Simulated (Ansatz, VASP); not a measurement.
KF: VASP beside Ansatz

```
CELL_PARAMETERS angstrom
0.00000 2.69121 2.69121
2.69121 0.00000 2.69121
2.69121 2.69121 0.00000
ATOMIC_POSITIONS crystal
K 0.00000 0.00000 0.00000
F 0.50000 0.50000 0.50000
```

Change from the starting cell: volume scaled by 1.02, crystal datasets.

Alike in both runs: task electric field gradients; functional PBEsol; k mesh 9 × 9 × 9; occupations fermi-dirac, width 0.01 eV; no spin polarisation.

|  | VASP | Ansatz |
| --- | --- | --- |
| version | VASP 6.6.1 | Ansatz 0.2.0 |
| potentials or method | VASP PAW PBE potentials, release 64 (K_sv, F), cutoff 520 eV | all-electron PAW with datasets made for the crystal, scalar-relativistic |

```tsv
	VASP	Ansatz	Ansatz less VASP
gap on the k mesh at the Fermi level (eV)	5.92	5.93	+0.010
pressure (GPa)	-1.2	-1.3	-0.02
```

VASP's potentials were made for PBE, not for PBEsol. Ansatz ran all-electron here, and VASP with PAW potentials.
